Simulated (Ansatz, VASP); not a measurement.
# Ti2W3 in VASP and in Ansatz

```
Ti W
1.0
     2.25228    1.30035    4.58817
    -2.25228    1.30035    4.58817
     0.00000   -2.60071    4.58817
Ti W
2 3
Cartesian
  0.0000 0.0000 10.9727
  0.0000 0.0000 2.7918
  0.0000 0.0000 5.5469
  0.0000 0.0000 8.2176
  0.0000 0.0000 0.0000
```

Alike in both runs: task single point; functional PBE; k mesh 6 × 6 × 6; occupations gaussian, width 0.1 eV; collinear spin.

|  | VASP | Ansatz |
| --- | --- | --- |
| version | VASP 6.6.1 | Ansatz 0.2.0 |
| potentials or method | VASP PAW PBE potentials, release 64 (Ti_sv, W_sv), cutoff 520 eV | scalar-relativistic, plane waves, PAW |
| valence electrons in the cell | 66 | 66 |

```csv
,VASP,Ansatz,Ansatz less VASP
gap on the k mesh at the Fermi level (eV),none,none,-
pressure (GPa),0.1,0.0,-0.12
"traceless stress, the component that is largest in VASP (GPa)",0.08,0.06,-0.016
rms of the force components (eV/Å),0.005,0.002,-0.0026
net moment per atom (μB),0.00,0.00,-0.001
```

Atom by atom the forces differ by 0.005 eV/Å (rms over components). A gap of «none» marks a metal or a gap that the smearing closes. With one functional, cell and mesh, what is left measures potentials, basis and numerics. Ansatz's warnings: seeded moment not kept.

Neither program's run includes spin-orbit coupling.
